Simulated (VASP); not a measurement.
NaF: single point with PBE

The system is NaF.

```
Na F
1.0
     0.00000    2.35027    2.35027
     2.35027    0.00000    2.35027
     2.35027    2.35027    0.00000
Na F
1 1
Direct
  0.00000 0.00000 0.00000
  0.50000 0.50000 0.50000
```

* Program: VASP 6.6.1
* Task: single point
* Functional: PBE
* Potentials or basis: VASP PAW PBE potentials, release 64 (Na_pv, F)
* Cutoff: 520 eV
* k mesh: 8 × 8 × 8
* Occupations: gaussian, width 0.02 eV
* Spin: no spin polarisation
* Dipole correction: no
* Further INCAR settings: ALGO = Normal; EDIFF = 1e-06; NBANDS = 14

```json
{"Pressure": "-0.1 GPa", "Band gap on the k mesh": "6.07 eV, direct"}
```

Levels at points of the mesh, in eV from the valence-band top:
| k point | band 3 | band 4 | band 5 | band 6 | band 7 | band 8 | band 9 | band 10 | band 11 | band 12 |
| --- | --- | --- | --- | --- | --- | --- | --- | --- | --- | --- |
| (0.00, 0.00, 0.00) | -19.08 | -19.08 | 0.00 | 0.00 | 0.00 | 6.07 | 18.67 | 18.67 | 18.67 | 21.44 |
| (0.50, 0.00, 0.00) | -19.09 | -18.28 | -1.50 | -0.23 | -0.23 | 10.52 | 12.11 | 19.65 | 19.65 | 22.41 |
| (0.50, 0.50, 0.00) | -19.12 | -18.88 | -1.21 | -0.38 | -0.38 | 12.80 | 13.15 | 13.18 | 19.22 | 19.22 |

Run time: 12 s on 1 thread of AMD EPYC 9R45 (Zen 5) (shared host), peak memory 0.11 GiB.

Expect the measured gap to be larger: semilocal functionals such as PBE lack the derivative discontinuity.
